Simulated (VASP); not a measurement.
Here is a VASP 6.6.1 calculation.

Contents of INCAR:

```
PREC = Accurate
ENCUT = 1000
EDIFF = 1E-6
ISMEAR = -1
SIGMA = 0.05
LREAL = Auto
LASPH = True
NELM = 120
ALGO = Normal
ISIF = 2
LWAVE = False
LCHARG = False
GGA = PE
IVDW = 12
NBANDS = 72
GGA_COMPAT = False
```

KPOINTS

```
Automatic mesh
0
Gamma
  1 1 1
```

The input POSCAR:

```
H3C2N
1.0
    8.0517480000      0.0000000000      0.0000000000
    0.0000000000      8.0517480000      0.0000000000
    0.0000000000      0.0000000000      8.0517480000
C N H
12 6 18
Direct
    0.6389171643      0.3027913939      0.3141305466
    0.7333811242      0.3535753975      0.4695253751
   -0.0598751973      0.0713012876      0.8315213044
    0.0354208800      0.1875244978      0.9287921082
    0.1484025581      0.6673706132      0.7595617747
    0.2514733447      0.5401435812      0.6886082376
    0.3177446686      0.7567797701      0.3102059329
    0.1784705632      0.8175616028      0.2146863017
    0.4613780759      0.2520943278      0.8485859220
    0.4090912930      0.1353743311      0.7169623292
    0.6820382357      0.7715467498      0.5860839162
    0.6368679199      0.7231845805      0.7517498064
    0.8234857822      0.4021238618      0.5693173706
    0.1024001248      0.3034496360      0.9818985890
    0.3180427405      0.4645575097      0.5901824051
    0.0548079746      0.8516039002      0.1497563014
    0.3857174864      0.0485981429      0.6073960586
    0.5971995149      0.6833298807      0.8831746846
    0.6916758945      0.3834943667      0.2165740905
    0.6813178952      0.1688080650      0.3038594849
    0.5028349124      0.3186513040      0.3124042133
    0.0074021194      0.0445865916      0.7171237848
   -0.1020896332     -0.0232247706      0.9314995949
   -0.1595305765      0.1429130668      0.7816439362
    0.1257118330      0.6331420208      0.8900179191
    0.1885180709      0.8027449443      0.7310959061
    0.0271618039      0.6307201865      0.7089392266
    0.2852051505      0.6260379734      0.3247741981
    0.4269383493      0.7718448218      0.2308815427
    0.3249356537      0.8269384486      0.4276959488
    0.5638775580      0.3302761090      0.7978888559
    0.3638712985      0.3267861836      0.9054679804
    0.5085479575      0.1516192509      0.9373616760
    0.6304345342      0.9054307214      0.5630081816
    0.8202566697      0.7730992078      0.5606608652
    0.6272054217      0.6773560226      0.5009347039
```

Potentials or basis: VASP PAW PBE potentials, release 64 (C_h, N_h, H_h).

The run is started by

```sh
$ cat potpaw_PBE.64/C_h/POTCAR potpaw_PBE.64/N_h/POTCAR potpaw_PBE.64/H_h/POTCAR > POTCAR
$ mpirun -np 1 vasp_gam > vasp.out
```

(1) Predict the band gap on the k mesh.

(2) Predict the largest force.

Results:

(1) 6.09 eV.

(2) 3.824 eV/Å.

Caveat: the k points lie up to 0.78 Å⁻¹ apart; the atoms stand as in a frame of molecular dynamics.
